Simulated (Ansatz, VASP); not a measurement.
## Two plane-wave programs on NaB2

```
Na B
1.0
     0.00000    3.04002    3.04002
     3.04002    0.00000    3.04002
     3.04002    3.04002    0.00000
Na B
2 4
Cartesian
  3.0400 3.0400 3.0400
  4.5600 4.5600 4.5600
  0.7600 0.7600 0.7600
  0.7600 2.2800 2.2800
  2.2800 0.7600 2.2800
  2.2800 2.2800 0.7600
```

Change from the starting cell: species swapped into the EuAl2 type (Fd-3m, No. 227).

Alike in both runs: task relaxation of cell and atoms; functional PBE; k mesh 10 × 10 × 10; occupations gaussian, width 0.1 eV; no spin polarisation.

```csv
,VASP,Ansatz
version,VASP 6.6.1,Ansatz 0.2.0
potentials or method,"VASP PAW PBE potentials, release 64 (Na_pv, B), cutoff 600 eV","scalar-relativistic, plane waves, PAW"
valence electrons in the cell,26,30
```

Ansatz gave:

- gap on the k mesh at the Fermi level, each at its own relaxed structure (eV): none
- relaxed volume (Å³/atom): 9.33
- relaxed length of the cell vector where the two differ most in proportion (Å): 4.294

**Question.** Estimate VASP's values.

**Answer.** gap on the k mesh at the Fermi level, each at its own relaxed structure (eV): none; relaxed volume (Å³/atom): 9.35; relaxed length of the cell vector where the two differ most in proportion (Å): 4.297.

A gap of «none» marks a metal or a gap that the smearing closes. VASP's potentials hold 26 valence electrons a cell and Ansatz's 30, so a difference there can come from the potentials and not from the codes.
